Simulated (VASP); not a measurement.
Runs of VASP 6.6.1 on MgO (Periclase). Symmetry: Fm-3m, No. 225, cubic system. The conventional cell has a = 4.204 Å, b = 4.204 Å, c = 4.204 Å, α = 90.00°, β = 90.00°, γ = 90.00°. Mg (site symmetry m-3m) has 6 O at 2.10 Å within 2.8 Å. O (site symmetry m-3m) has 6 Mg at 2.10 Å within 2.8 Å. 

```csv
task,level,potentials or basis,k mesh,cutoff (eV),smearing,GW scheme,GW iterations,cutoff of the response function,frequency points,empty bands,gap on the mesh (eV),pressure (GPa)
single point,PBE,"VASP PAW PBE potentials, release 64 (Mg, O)",4 × 4 × 4,520,gaussian 0.01 eV,-,-,-,-,-,4.77,4.9
single point,HSE06,"VASP PAW PBE potentials, release 64 (Mg, O)",6 × 6 × 6,520,gaussian 0.01 eV,-,-,-,-,-,(a),-0.6
single point,PBE,"VASP PAW PBE potentials, release 64 (Mg, O)",8 × 8 × 8,520,methfessel-paxton 0.05 eV,-,-,-,-,-,4.78,4.9
single point,PBE-based screened hybrid,"VASP PAW PBE potentials, release 64 (Mg, O)",6 × 6 × 6,520,gaussian 0.01 eV,-,-,-,-,-,(b),-15.1
single point,PBE,"VASP PAW PBE potentials, release 64 (Mg, O)",8 × 8 × 8,520,gaussian 0.2 eV,-,-,-,-,-,4.78,4.9
single point,PBE,"VASP PAW PBE potentials, release 64 (Mg, O)",8 × 8 × 8,520,gaussian 0.05 eV,-,-,-,-,-,4.78,4.9
single point,PBE+D4,"VASP PAW PBE potentials, release 64 (Mg, O)",8 × 8 × 8,520,gaussian 0.01 eV,-,-,-,-,-,4.78,1.7
```

Alike in all rows: no spin polarisation; cell a = 2.973 Å, angles 60.0°, 2 atoms.

Fill in the values left out.

(a) 6.50; (b) 11.01.

Caveats: some runs use coarse meshes; the PAW data sets were made with another functional, which shifts forces and pressure a little (some runs).

